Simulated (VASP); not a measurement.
A run of VASP 6.6.1 is set up as follows.

File INCAR:

```
PREC     = Accurate       # precision mode
ENCUT    = 520            # plane-wave cutoff, eV
EDIFF    = 1E-7           # SCF threshold, eV
ISMEAR   = -1             # smearing method
SIGMA    = 0.1            # smearing width, eV
LREAL    = F              # projectors in reciprocal space
LASPH    = T              # aspherical terms in the spheres
NELM     = 100            # most SCF steps
ALGO     = Normal         # electronic algorithm
ISIF     = 2              # what is computed and relaxed
LWAVE    = F              # write WAVECAR
LCHARG   = T              # write CHGCAR
GGA      = RE             # functional
LELF     = T              # ELF
LVHAR    = T            
NBANDS   = 50             # bands
```

KPOINTS

```
regular mesh
0
Gamma
  7 7 7
```

The input POSCAR:

```
Pd
1.0
    5.0524876502      0.0000000000      0.0000000000
    0.0000000000      5.0524876502      0.0000000000
    0.0000000000      0.0000000000      5.0524876502
Pd
8
Direct
    1.0000000000      0.0000000000      0.0000000000
    0.5000000000      0.5000000000      0.5000000000
    0.2500000000      0.0000000000      0.5000000000
    0.7500000000      0.0000000000      0.5000000000
    0.5000000000      0.2500000000      1.0000000000
    0.5000000000      0.7500000000      1.0000000000
    1.0000000000      0.5000000000      0.2500000000
    0.0000000000      0.5000000000      0.7500000000
```

Potentials or basis: VASP PAW PBE potentials, release 64 (Pd).

Launch:

```sh
$ cat potpaw_PBE.64/Pd/POTCAR > POTCAR
$ mpirun -np 1 vasp_std > vasp.out
```

Task: Predict the band gap on the k mesh.

Result: Zero (bands 40 and 41 overlap by 0.21 eV).

Task: Estimate the pressure.

Result: -0.4 GPa.

Caveat: the PAW data sets were made with another functional, which shifts forces and pressure a little.
